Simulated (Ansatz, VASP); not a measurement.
## CaS: VASP beside Ansatz

Contents of POSCAR:

```
CaS
1.0
    0.0000000000      2.8430011916      2.8430011916
    2.8430011916      0.0000000000      2.8430011916
    2.8430011916      2.8430011916      0.0000000000
Ca S
1 1
Direct
    0.5000000000      0.5000000000      0.5000000000
    0.0000000000      0.0000000000      0.0000000000
```

Contents of INCAR.step1:

```
PREC = Accurate ; ENCUT = 550
ISMEAR = 0 ; SIGMA = 0.05
LREAL = F ; LASPH = T
NELM = 120 ; NBANDS = 15
GGA = PE ; ALGO = Normal
EDIFF = 1E-5 ; LWAVE = T
LCHARG = F ; GGA_COMPAT = F
```

INCAR.step2

```
PREC = Accurate ; ENCUT = 550
EDIFF = 1E-6 ; ISMEAR = 0
SIGMA = 0.05 ; LREAL = F
LASPH = T ; NELM = 120
ALGO = Normal ; ISIF = 2
LWAVE = F ; LCHARG = F
METAGGA = R2SCAN ; LMIXTAU = T
NBANDS = 15 ; ISTART = 1
GGA_COMPAT = F
```

KPOINTS

```
regular mesh
0
Gamma
  8 8 8
```

Input for Ansatz:

```yaml
crystal:
  lattice:
    - [0.0, 2.8430011916, 2.8430011916]
    - [2.8430011916, 0.0, 2.8430011916]
    - [2.8430011916, 2.8430011916, 0.0]
  atoms:
    - { symbol: Ca, position: [0.5, 0.5, 0.5] }
    - { symbol: S, position: [0.0, 0.0, 0.0] }
basis:
  ecutwfc: 500
  ecutrho_ratio: 4
kpoints:
  mp_grid: { grid: [8, 8, 8] }
hamiltonian:
  xc: r2scan
scf:
  occupations: { method: gaussian, width: 0.05 }
output:
  forces: true
  stress: true
  eigenvalues: true
```

Alike in both runs: task single point; functional r2SCAN; k mesh 8 × 8 × 8; occupations gaussian, width 0.05 eV; no spin polarisation.

```csv
,VASP,Ansatz
version,VASP 6.6.1,Ansatz 0.2.0
potentials or method,"VASP PAW PBE potentials, release 64 (Ca_sv, S), cutoff 550 eV","scalar-relativistic, plane waves, PAW"
valence electrons in the cell,16,16
```

```tsv
	VASP	Ansatz	Ansatz less VASP
gap on the k mesh at the Fermi level (eV)	2.79	2.79	-0.003
least direct gap on the mesh (eV)	3.62	3.62	0.000
pressure (GPa)	0.6	0.3	-0.31
```

VASP's potentials were made for PBE, not for r2SCAN. The functional is the same, so the differences come from potentials, cutoffs and numerics.
